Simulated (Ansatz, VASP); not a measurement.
# Te2Mo in VASP and in Ansatz

```
Te Mo
1.0
     3.31929    0.00000    0.00000
    -1.65965    2.87459    0.00000
     0.00000    0.00000   14.00854
Te Mo
4 2
Direct
  0.33333 0.66667 0.62113
  0.66667 0.33333 0.12113
  0.33333 0.66667 0.87887
  0.66667 0.33333 0.37887
  0.33333 0.66667 0.25000
  0.66667 0.33333 0.75000
```

Change from the starting cell: strain -0.050 along x and y, +0.000 along z, atoms carried along.

Alike in both runs: task single point; functional PBEsol; k mesh 12 × 12 × 2; occupations gaussian, width 0.05 eV; no spin polarisation.

|  | VASP | Ansatz |
| --- | --- | --- |
| version | VASP 6.6.1 | Ansatz 0.2.0 |
| potentials or method | VASP PAW PBE potentials, release 64 (Te, Mo_sv), cutoff 520 eV | scalar-relativistic, plane waves, PAW |
| valence electrons in the cell | 52 | 92 |

|  | VASP | Ansatz | Ansatz less VASP |
| --- | --- | --- | --- |
| gap on the k mesh at the Fermi level (eV) | 0.51 | 0.52 | +0.002 |
| least direct gap on the mesh (eV) | 1.03 | 1.02 | -0.006 |
| pressure (GPa) | 12.7 | 12.5 | -0.19 |
| traceless stress, the component that is largest in VASP (GPa) | -2.44 | -2.53 | -0.087 |
| rms of the force components (eV/Å) | 0.530 | 0.513 | -0.0173 |

VASP's potentials were made for PBE, not for PBEsol. Atom by atom the forces differ by 0.017 eV/Å (rms over components). The functional is the same, so the differences come from potentials, cutoffs and numerics. VASP's potentials hold 52 valence electrons a cell and Ansatz's 92, so a difference there can come from the potentials and not from the codes.

Spin-orbit coupling is off throughout.
